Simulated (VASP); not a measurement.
# SiC: single point with r2SCAN

The system is SiC.

```xyz
4
Lattice="1.5569 0.8988 5.3739 -1.5569 0.8988 5.3739 0.0000 -1.7977 5.3739" Properties=species:S:1:pos:R:3 pbc="T T T"
C     0.0000    0.0000    7.2417
C     0.0000    0.0000    8.8800
Si    0.0000    0.0000   14.9203
Si    0.0000    0.0000    1.2015
```

This cell differs from its parent crystal: volume changed by +3%.

```
Program             : VASP 6.6.1
Task                : single point
Functional          : r2SCAN
Potentials or basis : VASP PAW PBE potentials, release 64 (C, Si)
Cutoff              : 520 eV
k mesh              : 8 × 8 × 8
Occupations         : gaussian, width 0.01 eV
Spin                : no spin polarisation
```

```json
{
 "Pressure": "-5.9 GPa",
 "Largest force": "0.123 eV/Å",
 "Band gap on the k mesh": "0.74 eV, indirect (least direct gap 2.14 eV)"
}
```

Forces in eV/Å, atoms in the order of the input:
```
C    0.000  0.000 -0.018
C    0.000  0.000  0.018
Si   0.000  0.000 -0.123
Si   0.000  0.000  0.123
```

Stress tensor (GPa, compression positive):
```
-5.89  0.00  0.00
 0.00 -5.89  0.00
 0.00  0.00 -6.06
```

Levels at points of the mesh, in eV from the valence-band top:
| k point | band 4 | band 5 | band 6 | band 7 | band 8 | band 9 | band 10 | band 11 | band 12 | band 13 |
| --- | --- | --- | --- | --- | --- | --- | --- | --- | --- | --- |
| (0.00, 0.00, 0.00) | -2.66 | -2.66 | -0.95 | 0.00 | 0.00 | 3.83 | 3.89 | 6.30 | 6.30 | 6.65 |
| (0.50, 0.00, 0.00) | -6.99 | -5.63 | -4.26 | -4.04 | -2.03 | 2.40 | 4.24 | 4.62 | 7.14 | 7.84 |
| (0.50, 0.50, 0.00) | -8.59 | -4.90 | -4.46 | -1.53 | -1.40 | 0.74 | 2.35 | 4.51 | 6.08 | 6.11 |
| (0.50, 0.50, 0.50) | -5.04 | -2.65 | -2.65 | -0.07 | -0.07 | 3.84 | 5.91 | 6.02 | 6.02 | 7.75 |

Run time: 6 min on 1 thread of Intel Xeon 6975P-C, on a shared host, peak memory 0.29 GiB.

Caveat: the PAW data sets were made with another functional, which shifts forces and pressure a little. A k mesh can miss the band edges.
